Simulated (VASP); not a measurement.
Wanted: the native input for a VASP 6.6.1 run.

- Task: single point
- Functional: PBE
- Potentials or basis: VASP PAW PBE potentials, release 64 (Rb_sv)
- Cutoff: 520 eV
- k mesh: 11 × 11 × 11
- Occupations: fermi-dirac, width 0.08 eV
- Spin: no spin polarisation
- Dipole correction: no
- Further INCAR settings: ALGO = Normal; EDIFF = 1e-06; NBANDS = 10

The structure of Rb lies in POSCAR:

```
Rb
1.0
    0.0000000000      3.1760649082      3.1760649082
    3.1760649082      0.0000000000      3.1760649082
    3.1760649082      3.1760649082      0.0000000000
Rb
1
Direct
    0.0000000000      0.0000000000      0.0000000000
```

This isn't the form of Rb at room conditions, which is bcc.

One way to write it, as run:

INCAR

```
ALGO = Normal
EDIFF = 1E-6
ENCUT = 520
GGA = PE
ISIF = 2
ISMEAR = -1
LASPH = True
LCHARG = False
LREAL = False
LWAVE = False
NBANDS = 10
NELM = 100
PREC = Accurate
SIGMA = 0.08
```

KPOINTS

```
k-points
0
Gamma
  11 11 11
```

Potentials or basis: VASP PAW PBE potentials, release 64 (Rb_sv).

The run is started by

```console
$ cat potpaw_PBE.64/Rb_sv/POTCAR > POTCAR
$ mpirun -np 1 vasp_std > vasp.out
```

It gave:

The pressure is 1.9 GPa and the band gap on the k mesh is zero (an odd number of electrons rules out a gap without spin polarisation).

Wall time 40 s on 1 thread of Intel Xeon 8259CL, with other jobs on the host, peak memory 0.21 GiB.
